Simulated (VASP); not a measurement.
# MoN2 (fluorite type) (Fm-3m) in VASP: electric field gradients with PBE

Aim: the electric field gradients of MoN2 (fluorite type) with PBE.

Everything below comes from runs of VASP 6.6.1. Logs are shortened: lines on timing, memory, paths and dates and some standing lists are left out, and cuts for length are marked.

**1. The cell of the first run**

The structure is cubic, space group Fm-3m (No. 225). Conventional cell: a = 4.919 Å, b = 4.919 Å, c = 4.919 Å, α = 90.00°, β = 90.00°, γ = 90.00°. Within 2.8 Å of Mo (site symmetry m-3m) lie 8 N at 2.13 Å. N (site symmetry -43m) has 4 Mo at 2.13 Å and 6 N at 2.46 Å within 2.8 Å.

**2. Electric field gradients, PBE**

INCAR reads:

```
SYSTEM = MoN2
ALGO = Normal ; EDIFF = 1E-8
ENCUT = 520 ; GGA = PE
ISIF = 2 ; ISMEAR = -1
LASPH = .TRUE. ; LCHARG = .FALSE.
LEFG = .TRUE. ; LREAL = .FALSE.
LWAVE = .FALSE. ; NBANDS = 19
NELM = 100 ; PREC = Accurate
SIGMA = 0.05
```

KPOINTS reads:

```
k-points
0
G
  12 12 12
  0 0 0
```

POSCAR reads:

```
MoN2
1.0
    0.0000000000      2.4593029263      2.4593029263
    2.4593029263      0.0000000000      2.4593029263
    2.4593029263      2.4593029263      0.0000000000
Mo N
1 2
Direct
    0.0000000000      0.0000000000      0.0000000000
    0.2500000000      0.2500000000      0.2500000000
    0.7500000000      0.7500000000      0.7500000000
```

Potentials or basis: VASP PAW PBE potentials, release 64 (Mo_sv, N).

Started as:

```bash
cat potpaw_PBE.64/Mo_sv/POTCAR potpaw_PBE.64/N/POTCAR > POTCAR
mpirun -np 1 vasp_std > vasp.out
```

OUTCAR:

```text
SYSTEM = MoN2
   EDIFF = 1E-8
   ENCUT = 520
   GGA = PE
   ISIF = 2
   ISMEAR = -1
   LASPH = .TRUE.
   LREAL = .FALSE.
   NELM = 100
   PREC = Accurate

 ion  position               nearest neighbor table
   1  0.000  0.000  0.000-   3 2.13   3 2.13   3 2.13   2 2.13   3 2.13   2 2.13   2 2.13   2 2.13

   2  0.250  0.250  0.250-   1 2.13   1 2.13   1 2.13   1 2.13
   3  0.750  0.750  0.750-   1 2.13   1 2.13   1 2.13   1 2.13

  LATTYP: Found a face centered cubic cell.
 ALAT       =     4.9186058526

  Lattice vectors:

 A1 = (   0.0000000000,   2.4593029263,   2.4593029263)
 A2 = (   2.4593029263,   0.0000000000,   2.4593029263)
 A3 = (   2.4593029263,   2.4593029263,   0.0000000000)

Analysis of symmetry for initial positions (statically):
=====================================================================
 Subroutine PRICEL returns:
 Original cell was already a primitive cell.

 Routine SETGRP: Setting up the symmetry group for a
 face centered cubic supercell.

 Subroutine GETGRP returns: Found 48 space group operations
 (whereof 48 operations were pure point group operations)
 out of a pool of 48 trial point group operations.

The static configuration has the point symmetry O_h .

Analysis of symmetry for dynamics (positions and initial velocities):
=====================================================================
 Subroutine PRICEL returns:
 Original cell was already a primitive cell.

 Routine SETGRP: Setting up the symmetry group for a
 face centered cubic supercell.

 Subroutine GETGRP returns: Found 48 space group operations
 (whereof 48 operations were pure point group operations)
 out of a pool of 48 trial point group operations.

The dynamic configuration has the point symmetry O_h .

 Subroutine INISYM returns: Found 48 space group operations
 (whereof 48 operations are pure point group operations),
 and found     1 'primitive' translations

----------------------------------------------------------------------------------------

                                     Primitive cell

  volume of cell :      29.7486

  direct lattice vectors                    reciprocal lattice vectors
     0.000000000  2.459302926  2.459302926    -0.203309643  0.203309643  0.203309643
     2.459302926  0.000000000  2.459302926     0.203309643 -0.203309643  0.203309643
     2.459302926  2.459302926  0.000000000     0.203309643  0.203309643 -0.203309643

  length of vectors
     3.477979552  3.477979552  3.477979552     0.352142631  0.352142631  0.352142631

  position of ions in fractional coordinates (direct lattice)
     0.000000000  0.000000000  0.000000000
     0.250000000  0.250000000  0.250000000
     0.750000000  0.750000000  0.750000000

  ion indices of the primitive-cell ions
   primitive index   ion index
                 1           1
                 2           2
                 3           3

----------------------------------------------------------------------------------------

 KPOINTS: k-points

Automatic generation of k-mesh.
 Grid dimensions read from file:
 generate k-points for:   12   12   12

 Generating k-lattice:

  Cartesian coordinates                     Fractional coordinates (reciprocal lattice)
    -0.016942470  0.016942470  0.016942470     0.083333333  0.000000000  0.000000000
     0.016942470 -0.016942470  0.016942470     0.000000000  0.083333333  0.000000000
     0.016942470  0.016942470 -0.016942470     0.000000000  0.000000000  0.083333333

  Length of vectors
     0.029345219  0.029345219  0.029345219

  Shift w.r.t. Gamma in fractional coordinates (k-lattice)
     0.000000000  0.000000000  0.000000000

 Subroutine IBZKPT returns following result:
 ===========================================

 Found     72 irreducible k-points:

 Following reciprocal coordinates:
            Coordinates               Weight
  0.000000  0.000000  0.000000      1.000000
  0.083333  0.000000  0.000000      8.000000
  0.166667  0.000000  0.000000      8.000000
  0.250000  0.000000  0.000000      8.000000
  0.333333  0.000000  0.000000      8.000000
  0.416667  0.000000  0.000000      8.000000
[... 16 lines left out ...]
  0.500000  0.166667  0.000000     24.000000
 -0.416667  0.166667  0.000000     24.000000
 [... further k-points ...]
   k-points           NKPTS =     72   k-points in BZ     NKDIM =     72   number of bands    NBANDS=     19
   number of dos      NEDOS =    301   number of ions     NIONS =      3
   total plane-waves  NPLWV =  21952
   dimension x,y,z NGX =    28 NGY =   28 NGZ =   28
   dimension x,y,z NGXF=    56 NGYF=   56 NGZF=   56
   ions per type =               1   2
   NGX,Y,Z   is equivalent  to a cutoff of  13.38, 13.38, 13.38 a.u.
   NGXF,Y,Z  is equivalent  to a cutoff of  26.77, 26.77, 26.77 a.u.
 SYSTEM =  MoN2
   PREC   = accura    normal or accurate (medium, high low for compatibility)
   ISTART =      0    job   : 0-new  1-cont  2-samecut
   ICHARG =      2    charge: 1-file 2-atom 10-const
   ISPIN  =      1    spin polarized calculation?
   LNONCOLLINEAR =      F non collinear calculations
   LSORBIT =      F    spin-orbit coupling
   LASPH  =      T    aspherical Exc in radial PAW
   ENCUT  =  520.0 eV  38.22 Ry    6.18 a.u.   6.47  6.47  6.47*2*pi/ulx,y,z
   NELM   =    100;   NELMIN=  2; NELMDL= -5     # of ELM steps
   EDIFF  = 0.1E-07   stopping-criterion for ELM
   LREAL  =      F    real-space projection
   EDIFFG = 0.1E-06   stopping-criterion for IOM
   NSW    =      0    number of steps for IOM
   IBRION =     -1    ionic relax: 0-MD 1-quasi-New 2-CG
   NFREE  =      0    steps in history (QN), initial steepest desc. (CG)
   ISIF   =      2    stress and relaxation
   ISYM   =      2    0-nonsym 1-usesym 2-fastsym
   POTIM  = 0.5000    time-step for ionic-motion
   TEBEG  =    0.0;   TEEND  =   0.0 temperature during run
   PSTRESS=    0.0 pullay stress
   NELECT =      24.0000    total number of electrons
   NUPDOWN=      -1.0000    fix difference up-down
   EMIN   =  10.00;   EMAX   =-10.00  energy-range for DOS
   EFERMI =   0.00;   METHOD = LEGACY
   ISMEAR =    -1;   SIGMA  =   0.05  broadening in eV -4-tet -1-fermi 0-gaus
   EFERMI_NEDOS =   21; number of points for ismear=-14 and -15
   IALGO  =     38    algorithm
   IMIX   =      4    mixing-type and parameters
     AMIX     =   0.40;   BMIX     =  1.00
     AMIX_MAG =   1.60;   BMIX_MAG =  1.00
  volume/ion in A,a.u.               =       9.92        66.92
  Fermi-wavevector in a.u.,A,eV,Ry     =   1.524017  2.879975 31.601281  2.322629
  Thomas-Fermi vector in A             =   2.632382
   LORBIT       =      0    0 simple, 1 ext, 2 COOP (PROOUT), +10 PAW based schemes
   GGA     = PE    functional components
   LHFCALC =     F    Hartree Fock is set to
   AEXX    =    0.0000 exact exchange contribution
   IVDW    =     0    specifies the selected vdW correction
   LEPSILON=     F    determine dielectric tensor
   LRPA    =     F    only Hartree local field effects (RPA)
 non-spin polarized calculation
  energy-cutoff  :      520.00
  volume of cell :       29.75
 maximum number of plane-waves:       821
 NGX is ok and might be reduce to    28
   NGX = 13   NGY = 13   NGZ = 13

 number of electron      24.0000001 magnetization

 Free energy of the ion-electron system (eV)
  ---------------------------------------------------
  ext. energy  EPLUGINS =         0.00000000
  ---------------------------------------------------
  free energy    TOTEN  =       -26.21463318 eV

  energy without entropy =      -26.18865132  energy(sigma->0) =      -26.20164225

 E-fermi :   9.4026     XC(G=0): -12.7263

 val. band max:        9.3937872901   @ k =   0.4167   0.1667   0.0833
 cond. band min:       9.4259522196   @ k =   0.5000   0.3333   0.0000
 fundamental gap:      0.0321649295
 Fermi energy:         9.4025581331

 k-point     1 :       0.0000    0.0000    0.0000
  band No.  band energies     occupation
      1     -52.7793      2.00000
      2     -26.7302      2.00000
      3     -26.7302      2.00000
      4     -26.7302      2.00000
      5      -7.4899      2.00000
      6      -1.9522      2.00000
[... 11 lines left out ...]
     18      18.0158      0.00000
     19      21.8157      0.00000

 k-point     2 :       0.0833    0.0000    0.0000
  band No.  band energies     occupation
      1     -52.7780      2.00000
      2     -26.7477      2.00000
      3     -26.7326      2.00000
      4     -26.7326      2.00000
      5      -7.3803      2.00000
      6      -2.2238      2.00000
[... 11 lines left out ...]
     18      18.2319      0.00000
     19      22.0063      0.00000

 k-point     3 :       0.1667    0.0000    0.0000
  band No.  band energies     occupation
      1     -52.7744      2.00000
      2     -26.7953      2.00000
      3     -26.7392      2.00000
      4     -26.7392      2.00000
      5      -7.0709      2.00000
      6      -2.8067      2.00000
[... 11 lines left out ...]
     18      18.8451      0.00000
     19      22.3248      0.00000

 k-point     4 :       0.2500    0.0000    0.0000
  band No.  band energies     occupation
      1     -52.7694      2.00000
      2     -26.8596      2.00000
      3     -26.7482      2.00000
      4     -26.7482      2.00000
      5      -6.6239      2.00000
      6      -3.4002      2.00000
[... 11 lines left out ...]
     18      19.4182      0.00000
     19      22.6886      0.00000

 k-point     5 :       0.3333    0.0000    0.0000
  band No.  band energies     occupation
      1     -52.7645      2.00000
      2     -26.9229      2.00000
      3     -26.7571      2.00000
      4     -26.7571      2.00000
      5      -6.1468      2.00000
      6      -3.8594      2.00000
[... 11 lines left out ...]
     18      19.4413      0.00000
     19      23.3420      0.00000
[... 334 lines left out ...]
      2     -26.8898      2.00000
      3     -26.7754      2.00000
      4     -26.7722      2.00000
      5      -6.1143      2.00000
      6      -3.8704      2.00000
[... 11 lines left out ...]
     18      19.4039      0.00000
     19      23.1029      0.00000

 k-point    22 :       0.4167    0.1667    0.0000
  band No.  band energies     occupation
      1     -52.7604      2.00000
      2     -26.9345      2.00000
      3     -26.7911      2.00000
      4     -26.7782      2.00000
      5      -5.6770      2.00000
      6      -4.1816      2.00000
[... 11 lines left out ...]
     18      19.6157      0.00000
     19      23.7484      0.00000

 k-point    23 :       0.5000    0.1667    0.0000
  band No.  band energies     occupation
      1     -52.7579      2.00000
      2     -26.9606      2.00000
      3     -26.8052      2.00000
      4     -26.7791      2.00000
      5      -5.4014      2.00000
      6      -4.3321      2.00000
[... 11 lines left out ...]
     18      19.5151      0.00000
     19      24.2037      0.00000

 k-point    24 :      -0.4167    0.1667    0.0000
  band No.  band energies     occupation
      1     -52.7576      2.00000
      2     -26.9622      2.00000
      3     -26.8135      2.00000
      4     -26.7747      2.00000
      5      -5.3711      2.00000
      6      -4.3435      2.00000
[... 11 lines left out ...]
     18      19.5275      0.00000
     19      24.2543      0.00000

 [... further k-points ...]
[... 5 lines left out ...]
  --------------------------------------------------------------------------------------
  -------------------------------------------------------------------------------------
  Total        0.0594955      0.0594955      0.0594955      0.0000000      0.0000000     -0.0000000
  in kB        3.2042656      3.2042656      3.2042656      0.0000000      0.0000000     -0.0000000
  external PRESSURE =       3.2042656 kB  Pullay stress =       0.0000000 kB

 VOLUME and BASIS-vectors are now :
 -----------------------------------------------------------------------------
  energy-cutoff  :      520.00
  volume of cell :       29.75
      direct lattice vectors                 reciprocal lattice vectors
     0.000000000  2.459302926  2.459302926    -0.203309643  0.203309643  0.203309643
     2.459302926  0.000000000  2.459302926     0.203309643 -0.203309643  0.203309643
     2.459302926  2.459302926  0.000000000     0.203309643  0.203309643 -0.203309643

 POSITION                                       TOTAL-FORCE (eV/Angst)
 -----------------------------------------------------------------------------------
      0.00000      0.00000      0.00000        -0.000000     -0.000000     -0.000000
      1.22965      1.22965      1.22965        -0.000000     -0.000000     -0.000000
      3.68895      3.68895      3.68895         0.000000      0.000000      0.000000
 -----------------------------------------------------------------------------------
    total drift:                               -0.000000     -0.000000      0.000000

  FREE ENERGIE OF THE ION-ELECTRON SYSTEM (eV)
  ---------------------------------------------------
  free  energy   TOTEN  =       -26.2146331845 eV

  energy  without entropy=      -26.1886513230  energy(sigma->0) =      -26.20164225

 Electric field gradients (V/A^2)
---------------------------------------------------------------------
 ion       V_xx      V_yy      V_zz      V_xy      V_xz      V_yz
---------------------------------------------------------------------
   1       0.000    -0.000    -0.000    -0.000    -0.000    -0.000
   2       0.000     0.000    -0.000    -0.001    -0.001    -0.001
   3       0.000     0.000    -0.000    -0.001    -0.001    -0.001
---------------------------------------------------------------------

 Electric field gradients after diagonalization (V/A^2)
 (convention: |V_zz| > |V_xx| > |V_yy|)
----------------------------------------------------------------------
 ion       V_xx      V_yy      V_zz     asymmetry (V_yy - V_xx)/ V_zz
----------------------------------------------------------------------
   1       0.000     0.000    -0.001       0.000
   2       0.001     0.001    -0.001       0.000
   3       0.001     0.001    -0.001       0.000
----------------------------------------------------------------------

           NMR quadrupolar parameters

 Cq : quadrupolar parameter    Cq=e*Q*V_zz/h
 eta: asymmetry parameters     (V_yy - V_xx)/ V_zz
 Q  : nuclear electric quadrupole moment in mb (millibarn)
----------------------------------------------------------------------
 ion       Cq(MHz)       eta       Q (mb)
----------------------------------------------------------------------
   1      -0.000       0.000       1.000
   2      -0.000       0.000       1.000
   3      -0.000       0.000       1.000
----------------------------------------------------------------------
```

Run time: 1.7 min. Hardware: 1 thread of Intel Xeon 8259CL, shared host; peak memory 0.18 GiB.

Results:

```yaml
Free_energy: -26.2146 eV
Pressure: 0.3 GPa
Band_gap_on_the_k_mesh: zero (band 12 reaches 10.00 eV, above the bottom of band 13 at 9.18 eV)
```

Caveat: without QUAD_EFG the Cq values of the log hold for a quadrupole moment of 1 mb, not for the nuclei.
